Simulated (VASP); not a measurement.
# RuAu (Pm-3m) in VASP: notebook

Aim: see how the results for RuAu move with the level of theory and the settings. Levels: PBE, RPBE, revPBE. Tasks: density of states.

All numbers are computed with VASP 6.6.1; they aren't measurements. Logs are shortened: lines on timing, memory, paths and dates and some standing lists are left out, and cuts for length are marked.

### Step 1. The cell of the first run

Symmetry: Pm-3m, No. 221, cubic system. The conventional cell has a = 3.165 Å, b = 3.165 Å, c = 3.165 Å, α = 90.00°, β = 90.00°, γ = 90.00°. Ru (site symmetry m-3m) has 8 Au at 2.74 Å and 6 Ru at 3.16 Å within 3.6 Å. Within 3.6 Å of Au (site symmetry m-3m) lie 8 Ru at 2.74 Å and 6 Au at 3.16 Å.

### Step 2. Density of states, PBE

File POSCAR:

```
RuAu
1.0
    3.1648100000      0.0000000000      0.0000000000
    0.0000000000      3.1648100000      0.0000000000
    0.0000000000      0.0000000000      3.1648100000
Ru Au
1 1
Direct
    0.0000000000      0.0000000000      0.0000000000
    0.5000000000      0.5000000000      0.5000000000
```

File INCAR.step1:

```
SYSTEM = RuAu
ALGO = Normal ; EDIFF = 1E-6
ENCUT = 400 ; GGA = PE
GGA_COMPAT = .FALSE. ; ISIF = 2
ISMEAR = -1 ; LASPH = .TRUE.
LCHARG = .TRUE. ; LMAXMIX = 4
LORBIT = 11 ; LREAL = .FALSE.
LWAVE = .FALSE. ; NBANDS = 20
NEDOS = 2001 ; NELM = 120
PREC = Accurate ; SIGMA = 0.05
```

File KPOINTS.step1:

```
k-points
0
G
  5 5 5
  0 0 0
```

File INCAR.step2:

```
SYSTEM = RuAu
ALGO = Normal ; EDIFF = 1E-6
ENCUT = 400 ; GGA = PE
GGA_COMPAT = .FALSE. ; ICHARG = 11
ISIF = 2 ; ISMEAR = -5
LASPH = .TRUE. ; LCHARG = .FALSE.
LMAXMIX = 4 ; LORBIT = 11
LREAL = .FALSE. ; LWAVE = .FALSE.
NEDOS = 2001 ; NELM = 120
PREC = Accurate ; SIGMA = 0.05
```

File KPOINTS.step2:

```
k-points
0
G
  8 8 8
  0 0 0
```

Potentials or basis: VASP PAW PBE potentials, release 64 (Ru_pv, Au).

Run with:

```
$ cat potpaw_PBE.64/Ru_pv/POTCAR potpaw_PBE.64/Au/POTCAR > POTCAR
$ cp INCAR.step1 INCAR
$ cp KPOINTS.step1 KPOINTS
$ mpirun -np 1 vasp_std > vasp.out
$ cp INCAR.step2 INCAR
$ cp KPOINTS.step2 KPOINTS
$ mpirun -np 1 vasp_std > vasp.out
```

OUTCAR:

```text
SYSTEM = RuAu
   EDIFF = 1E-6
   ENCUT = 400
   GGA = PE
   ICHARG = 11
   ISIF = 2
   ISMEAR = -5
   LASPH = .TRUE.
   LORBIT = 11
   LREAL = .FALSE.
   NELM = 120
   PREC = Accurate

 ion  position               nearest neighbor table
   1  0.000  0.000  0.000-   2 2.74   2 2.74   2 2.74   2 2.74   2 2.74   2 2.74   2 2.74   2 2.74

   2  0.500  0.500  0.500-   1 2.74   1 2.74   1 2.74   1 2.74   1 2.74   1 2.74   1 2.74   1 2.74

  LATTYP: Found a simple cubic cell.
 ALAT       =     3.1648100000

  Lattice vectors:

 A1 = (   3.1648100000,   0.0000000000,   0.0000000000)
 A2 = (   0.0000000000,   3.1648100000,   0.0000000000)
 A3 = (   0.0000000000,   0.0000000000,   3.1648100000)

Analysis of symmetry for initial positions (statically):
=====================================================================
 Subroutine PRICEL returns:
 Original cell was already a primitive cell.

 Routine SETGRP: Setting up the symmetry group for a
 simple cubic supercell.

 Subroutine GETGRP returns: Found 48 space group operations
 (whereof 48 operations were pure point group operations)
 out of a pool of 48 trial point group operations.

The static configuration has the point symmetry O_h .

Analysis of symmetry for dynamics (positions and initial velocities):
=====================================================================
 Subroutine PRICEL returns:
 Original cell was already a primitive cell.

 Routine SETGRP: Setting up the symmetry group for a
 simple cubic supercell.

 Subroutine GETGRP returns: Found 48 space group operations
 (whereof 48 operations were pure point group operations)
 out of a pool of 48 trial point group operations.

The dynamic configuration has the point symmetry O_h .

 Subroutine INISYM returns: Found 48 space group operations
 (whereof 48 operations are pure point group operations),
 and found     1 'primitive' translations

----------------------------------------------------------------------------------------

                                     Primitive cell

  volume of cell :      31.6988

  direct lattice vectors                    reciprocal lattice vectors
     3.164810000  0.000000000  0.000000000     0.315974735  0.000000000  0.000000000
     0.000000000  3.164810000  0.000000000     0.000000000  0.315974735  0.000000000
     0.000000000  0.000000000  3.164810000     0.000000000  0.000000000  0.315974735

  length of vectors
     3.164810000  3.164810000  3.164810000     0.315974735  0.315974735  0.315974735

[... 85 lines left out ...]
   NSW    =      0    number of steps for IOM
   IBRION =     -1    ionic relax: 0-MD 1-quasi-New 2-CG
   NFREE  =      0    steps in history (QN), initial steepest desc. (CG)
   ISIF   =      2    stress and relaxation
   ISYM   =      2    0-nonsym 1-usesym 2-fastsym
   POTIM  = 0.5000    time-step for ionic-motion
   TEBEG  =    0.0;   TEEND  =   0.0 temperature during run
   PSTRESS=    0.0 pullay stress
   NELECT =      25.0000    total number of electrons
   NUPDOWN=      -1.0000    fix difference up-down
   EMIN   =  10.00;   EMAX   =-10.00  energy-range for DOS
   EFERMI =   0.00;   METHOD = LEGACY
   ISMEAR =    -5;   SIGMA  =   0.05  broadening in eV -4-tet -1-fermi 0-gaus
   EFERMI_NEDOS =   21; number of points for ismear=-14 and -15
   IALGO  =     38    algorithm
   IMIX   =      4    mixing-type and parameters
     AMIX     =   0.40;   BMIX     =  1.00
     AMIX_MAG =   1.60;   BMIX_MAG =  1.00
  volume/ion in A,a.u.               =      15.85       106.96
  Fermi-wavevector in a.u.,A,eV,Ry     =   1.512541  2.858288 31.127146  2.287781
  Thomas-Fermi vector in A             =   2.622452
   LORBIT       =     11    0 simple, 1 ext, 2 COOP (PROOUT), +10 PAW based schemes
   GGA     = PE    functional components
   LHFCALC =     F    Hartree Fock is set to
   AEXX    =    0.0000 exact exchange contribution
   IVDW    =     0    specifies the selected vdW correction
   LEPSILON=     F    determine dielectric tensor
   LRPA    =     F    only Hartree local field effects (RPA)
 non-spin polarized calculation
 Fermi weights with tetrahedron method with Bloechl corrections
  energy-cutoff  :      400.00
  volume of cell :       31.70
 maximum number of plane-waves:       592
 NGX is ok and might be reduce to    24

 number of electron      24.9999992 magnetization

 Free energy of the ion-electron system (eV)
  ---------------------------------------------------
  ext. energy  EPLUGINS =         0.00000000
  ---------------------------------------------------
  free energy    TOTEN  =       -11.23501609 eV

  energy without entropy =      -11.23501609  energy(sigma->0) =      -11.23501609

 E-fermi :  10.2574     XC(G=0): -13.1725

 val. band max:       10.6131452349   @ k =   0.5000   0.5000   0.0000
 cond. band min:      10.3105139163   @ k =   0.3750   0.2500   0.2500
 fundamental gap:     -0.3026313186
 Fermi energy:        10.2574255714

 k-point     1 :       0.0000    0.0000    0.0000
  band No.  band energies     occupation
      1     -32.1834      2.00000
      2     -32.1834      2.00000
      3     -32.1834      2.00000
      4       1.4591      2.00000
      5       3.8320      2.00000
      6       3.8320      2.00000
[... 433 lines left out ...]
      3     -32.1837      2.00000
      4       4.0139      2.00000
      5       4.0193      2.00000
      6       5.0218      2.00000
[... 8 lines left out ...]
     15      12.6504      0.00000
     16      16.7654      0.00000

 [... further k-points ...]
[... 5 lines left out ...]
  --------------------------------------------------------------------------------------
  -------------------------------------------------------------------------------------
  Total        0.1267565      0.1267565      0.1267565      0.0000000      0.0000000     -0.0000000
  in kB        6.4067533      6.4067533      6.4067533      0.0000000      0.0000000     -0.0000000
  external PRESSURE =       6.4067533 kB  Pullay stress =       0.0000000 kB

 VOLUME and BASIS-vectors are now :
 -----------------------------------------------------------------------------
  energy-cutoff  :      400.00
  volume of cell :       31.70
      direct lattice vectors                 reciprocal lattice vectors
     3.164810000  0.000000000  0.000000000     0.315974735  0.000000000  0.000000000
     0.000000000  3.164810000  0.000000000     0.000000000  0.315974735  0.000000000
     0.000000000  0.000000000  3.164810000     0.000000000  0.000000000  0.315974735

 POSITION                                       TOTAL-FORCE (eV/Angst)
 -----------------------------------------------------------------------------------
      0.00000      0.00000      0.00000         0.000000      0.000000      0.000000
      1.58241      1.58241      1.58241         0.000000      0.000000      0.000000
 -----------------------------------------------------------------------------------
    total drift:                                0.000000      0.000000     -0.000000

  FREE ENERGIE OF THE ION-ELECTRON SYSTEM (eV)
  ---------------------------------------------------
  free  energy   TOTEN  =       -11.2350160945 eV

  energy  without entropy=      -11.2350160945  energy(sigma->0) =      -11.23501609

 total charge

# of ion       s       p       d       tot
------------------------------------------
    1        0.287   6.198   5.925  12.410
    2        0.666   0.478   8.620   9.764
--------------------------------------------------
tot          0.953   6.676  14.545  22.174
```

It used 5.6 s of CPU time on 1 thread of Intel(R) Xeon(R) Platinum 8559C (Emerald Rapids), with other jobs on the host.

What came out:

| Property | Result |
| --- | --- |
| Valence electrons inside the program's atomic spheres | Ru 12.41; Au 9.76 |

Caveat: the k points lie up to 0.40 Å⁻¹ apart; spin-orbit coupling is left out, which moves the levels of the heavy elements; tetrahedron occupations give inexact forces and stress in metals.

### Step 3. Density of states, RPBE

POSCAR is that of step 2.

File INCAR.step1:

```
  PREC = Accurate
  ENCUT = 400
  EDIFF = 1E-6
  ISMEAR = -1
  SIGMA = 0.05
  LREAL = F
  LASPH = T
  NELM = 120
  ALGO = Normal
  ISIF = 2
  LWAVE = F
  LCHARG = T
  LMAXMIX = 4
  GGA = RP
  NBANDS = 20
  GGA_COMPAT = F
  NEDOS = 2001
  LORBIT = 11
```

File KPOINTS.step1:

```
Automatic mesh
0
Gamma
  5 5 5
```

File INCAR.step2:

```
  PREC = Accurate
  ENCUT = 400
  EDIFF = 1E-6
  ISMEAR = -5
  SIGMA = 0.05
  LREAL = F
  LASPH = T
  NELM = 120
  ALGO = Normal
  ISIF = 2
  LWAVE = F
  LCHARG = F
  LMAXMIX = 4
  GGA = RP
  LORBIT = 11
  NEDOS = 1001
  ICHARG = 11
  GGA_COMPAT = F
```

File KPOINTS.step2:

```
Automatic mesh
0
Gamma
  8 8 8
```

Potentials or basis: VASP PAW PBE potentials, release 64 (Ru_pv, Au).

Run with:

```
$ cat potpaw_PBE.64/Ru_pv/POTCAR potpaw_PBE.64/Au/POTCAR > POTCAR
$ cp INCAR.step1 INCAR
$ cp KPOINTS.step1 KPOINTS
$ mpirun -np 1 vasp_std > vasp.out
$ cp INCAR.step2 INCAR
$ cp KPOINTS.step2 KPOINTS
$ mpirun -np 1 vasp_std > vasp.out
```

OUTCAR:

```text
PREC = Accurate
   ENCUT = 400
   EDIFF = 1E-6
   ISMEAR = -5
   LREAL = F
   LASPH = T
   NELM = 120
   ISIF = 2
   GGA = RP
   LORBIT = 11
   ICHARG = 11

 ion  position               nearest neighbor table
   1  0.000  0.000  0.000-   2 2.74   2 2.74   2 2.74   2 2.74   2 2.74   2 2.74   2 2.74   2 2.74

   2  0.500  0.500  0.500-   1 2.74   1 2.74   1 2.74   1 2.74   1 2.74   1 2.74   1 2.74   1 2.74

  LATTYP: Found a simple cubic cell.
[... 654 lines left out ...]
  -------------------------------------------------------------------------------------
  Total        0.9484464      0.9484464      0.9484464      0.0000000      0.0000000     -0.0000000
  in kB       47.9380597     47.9380597     47.9380597      0.0000000      0.0000000     -0.0000000
  external PRESSURE =      47.9380597 kB  Pullay stress =       0.0000000 kB

 VOLUME and BASIS-vectors are now :
 -----------------------------------------------------------------------------
  energy-cutoff  :      400.00
  volume of cell :       31.70
      direct lattice vectors                 reciprocal lattice vectors
     3.164810000  0.000000000  0.000000000     0.315974735  0.000000000  0.000000000
     0.000000000  3.164810000  0.000000000     0.000000000  0.315974735  0.000000000
     0.000000000  0.000000000  3.164810000     0.000000000  0.000000000  0.315974735

 POSITION                                       TOTAL-FORCE (eV/Angst)
 -----------------------------------------------------------------------------------
      0.00000      0.00000      0.00000         0.000000      0.000000      0.000000
      1.58241      1.58241      1.58241         0.000000      0.000000      0.000000
 -----------------------------------------------------------------------------------
    total drift:                                0.000000      0.000000     -0.000000

  FREE ENERGIE OF THE ION-ELECTRON SYSTEM (eV)
  ---------------------------------------------------
  free  energy   TOTEN  =        -9.9919805618 eV

  energy  without entropy=       -9.9919805618  energy(sigma->0) =       -9.99198056

 total charge

# of ion       s       p       d       tot
------------------------------------------
    1        0.287   6.198   5.929  12.414
    2        0.667   0.477   8.625   9.768
--------------------------------------------------
tot          0.953   6.675  14.554  22.182
```

OSZICAR.step1:

```text
N       E                     dE             d eps       ncg     rms          rms(c)
DAV:   1     0.165362252322E+03    0.16536E+03   -0.12152E+04   408   0.101E+03
DAV:   2    -0.800411498626E+01   -0.17337E+03   -0.16878E+03   436   0.305E+02
DAV:   3    -0.109826167353E+02   -0.29785E+01   -0.29675E+01   480   0.431E+01
DAV:   4    -0.109984849562E+02   -0.15868E-01   -0.15852E-01   432   0.338E+00
DAV:   5    -0.109986398014E+02   -0.15485E-03   -0.15484E-03   496   0.313E-01    0.132E+01
DAV:   6    -0.101389586968E+02    0.85968E+00   -0.20027E+00   432   0.138E+01    0.804E+00
DAV:   7    -0.100909998981E+02    0.47959E-01   -0.77108E-01   424   0.719E+00    0.327E+00
DAV:   8    -0.100501982914E+02    0.40802E-01   -0.18342E-01   424   0.436E+00    0.241E+00
DAV:   9    -0.100463198664E+02    0.38784E-02   -0.71407E-03   420   0.854E-01    0.224E-01
DAV:  10    -0.100462256944E+02    0.94172E-04   -0.32308E-04   480   0.173E-01    0.399E-02
DAV:  11    -0.100462397463E+02   -0.14052E-04   -0.12983E-05   428   0.364E-02    0.460E-03
DAV:  12    -0.100462400618E+02   -0.31552E-06   -0.91254E-07   284   0.793E-03
   1 F= -.10046240E+02 E0= -.10043193E+02  d E =-.609402E-02
```

It used 5.6 s of CPU time on 1 thread of Intel(R) Xeon(R) Platinum 8559C (Emerald Rapids) (shared host).

What came out:

```
Valence electrons inside the program's atomic spheres : Ru 12.41; Au 9.77
```

Caveat: the k points lie up to 0.40 Å⁻¹ apart; the PAW data sets were made with another functional, which shifts forces and pressure a little; spin-orbit coupling is left out, which moves the levels of the heavy elements; tetrahedron occupations give inexact forces and stress in metals.

[end of part 1 of 2]
